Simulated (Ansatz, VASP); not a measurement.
This is a calculation of Sb for Ansatz 0.2.0.

Contents of input.yaml:

```yaml
crystal:
  lattice:
    - [2.1684666409, 1.2519647989, 3.7828881425]
    - [-2.1684666409, 1.2519647989, 3.7828881425]
    - [0.0, -2.5039295978, 3.7828881425]
  atoms:
    - { symbol: Sb, position: [0.76651, 0.76651, 0.76651] }
    - { symbol: Sb, position: [0.23349, 0.23349, 0.23349] }
hamiltonian:
  xc: { name: BHLYP }
  pseudopotentials: { kind: paw }
kpoints:
  mp_grid: { grid: [4, 4, 4] }
scf:
  occupations: { method: fermi_dirac, width: 0.05 }
output:
  forces: true
  stress: true
  eigenvalues: true
```

Potentials or basis: Ansatz PAW.

Launch:

```console
$ ansatz run input.yaml --threads 2 --pin off --max-ram 5632MiB --backend cpu --events-out ev --progress --plain --runs-dir out
```

Question: Set up the same calculation for VASP 6.6.1. Potentials there: VASP PAW PBE potentials, release 64 (Sb).

Answer: As run (the cutoff follows the program's own potentials):

File POSCAR:

```
Sb
1.0
    2.1684666409      1.2519647989      3.7828881425
   -2.1684666409      1.2519647989      3.7828881425
    0.0000000000     -2.5039295978      3.7828881425
Sb
2
Direct
    0.7665100000      0.7665100000      0.7665100000
    0.2334900000      0.2334900000      0.2334900000
```

The input INCAR.step1:

```
SYSTEM = Sb
PREC     = Accurate       ! precision mode
ENCUT    = 520            ! plane-wave cutoff, eV
EDIFF    = 1E-5           ! SCF threshold, eV
ISMEAR   = -1             ! smearing method
SIGMA    = 0.05           ! smearing width, eV
LREAL    = .FALSE.        ! projectors in reciprocal space
LASPH    = .TRUE.         ! aspherical terms in the spheres
NELM     = 80             ! most SCF steps
ALGO     = Normal         ! electronic algorithm
ISIF     = 2              ! what is computed and relaxed
LWAVE    = .TRUE.         ! write WAVECAR
NBANDS   = 12             ! bands
GGA      = PE             ! functional
```

The input INCAR.step2:

```
SYSTEM = Sb
PREC     = Accurate       ! precision mode
ENCUT    = 520            ! plane-wave cutoff, eV
EDIFF    = 1E-6           ! SCF threshold, eV
ISMEAR   = -1             ! smearing method
SIGMA    = 0.05           ! smearing width, eV
LREAL    = .FALSE.        ! projectors in reciprocal space
LASPH    = .TRUE.         ! aspherical terms in the spheres
NELM     = 80             ! most SCF steps
ALGO     = Normal         ! electronic algorithm
ISIF     = 2              ! what is computed and relaxed
LWAVE    = .FALSE.        ! write WAVECAR
LCHARG   = .TRUE.         ! write CHGCAR
GGA      = B5             ! functional
LHFCALC  = .TRUE.         ! exact exchange
AEXX     = 0.5            ! exact-exchange fraction
ALDAX    = 0.5          
AGGAX    = 0.5          
AGGAC    = 1.0          
ALDAC    = 0.0          
PRECFOCK = Normal       
LELF     = .TRUE.         ! ELF
LVHAR    = .TRUE.       
NBANDS   = 12             ! bands
ISTART   = 1
```

The input KPOINTS:

```
regular mesh
0
G
  4 4 4
  0 0 0
```

Potentials or basis: VASP PAW PBE potentials, release 64 (Sb).

Run with:

```console
$ cat potpaw_PBE.64/Sb/POTCAR > POTCAR
$ cp INCAR.step1 INCAR
$ mpirun -np 1 vasp_std > vasp.out
$ cp INCAR.step2 INCAR
$ mpirun -np 1 vasp_std > vasp.out
```

Both were run:

|  | VASP | Ansatz | Ansatz less VASP |
| --- | --- | --- | --- |
| gap on the k mesh at the Fermi level (eV) | 1.63 | 1.43 | -0.204 |
| least direct gap on the mesh (eV) | 1.74 | 1.60 | -0.135 |
| pressure (GPa) | -1.9 | 1.6 | +3.54 |
| traceless stress, the component that is largest in VASP (GPa) | 0.77 | 0.38 | -0.390 |
| rms of the force components (eV/Å) | 0.734 | 0.535 | -0.1987 |

VASP's potentials were made for PBE, not for BHLYP. Atom by atom the forces differ by 0.199 eV/Å (rms over components). VASP's potentials hold 10 valence electrons a cell and Ansatz's 30, so a difference there can come from the potentials and not from the codes.

The k mesh is coarse, so the values compare programs but aren't converged. Neither program's run includes spin-orbit coupling.
